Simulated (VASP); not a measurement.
Write the native input for VASP 6.6.1 that does the following.

* Task: single point
* Functional: PBE
* Potentials or basis: VASP PAW PBE potentials, release 64 (Co)
* Cutoff: 520 eV
* k mesh: 11 × 11 × 11
* Occupations: fermi-dirac, width 0.1 eV
* Spin: collinear spin, ferromagnetic start
* Starting moments: [2.55] μB
* Fixed moment: 2.55 μB
* Dipole correction: no
* Further INCAR settings: ALGO = Normal; EDIFF = 1e-07; NBANDS = 14

The structure of Co lies in POSCAR:

```
Co
1.0
    0.0000000000      1.8140000000      1.8140000000
    1.8140000000      0.0000000000      1.8140000000
    1.8140000000      1.8140000000      0.0000000000
Co
1
Direct
    0.0000000000      0.0000000000      0.0000000000
```

One way to write it, as run:

INCAR

```
ALGO = Normal
EDIFF = 1E-7
ENCUT = 520
GGA = PE
ISIF = 2
ISMEAR = -1
ISPIN = 2
LASPH = T
LCHARG = T
LELF = T
LMAXMIX = 4
LORBIT = 11
LREAL = F
LVHAR = T
LWAVE = F
MAGMOM = 2.55
NBANDS = 14
NELM = 150
NUPDOWN = 2.55
PREC = Accurate
SIGMA = 0.1
```

KPOINTS

```
k-points
0
Gamma
  11 11 11
```

Potentials or basis: VASP PAW PBE potentials, release 64 (Co).

Launch:

```sh
$ cat potpaw_PBE.64/Co/POTCAR > POTCAR
$ mpirun -np 1 vasp_std > vasp.out
```

It gave:

| Item | Value |
| --- | --- |
| Pressure | 1.6 GPa |
| Net moment | 2.55 μB per cell |
| Site moments | Co +2.47 μB |
| Valence electrons inside the program's atomic spheres | Co 8.06 |

Caveat: the total moment is fixed, so each spin has its own Fermi level.

It took 24 s on 1 thread of Intel(R) Xeon(R) Platinum 8259CL CPU @ 2.50GHz (Skylake/Cascade Lake), with other jobs on the host, peak memory 0.13 GiB.
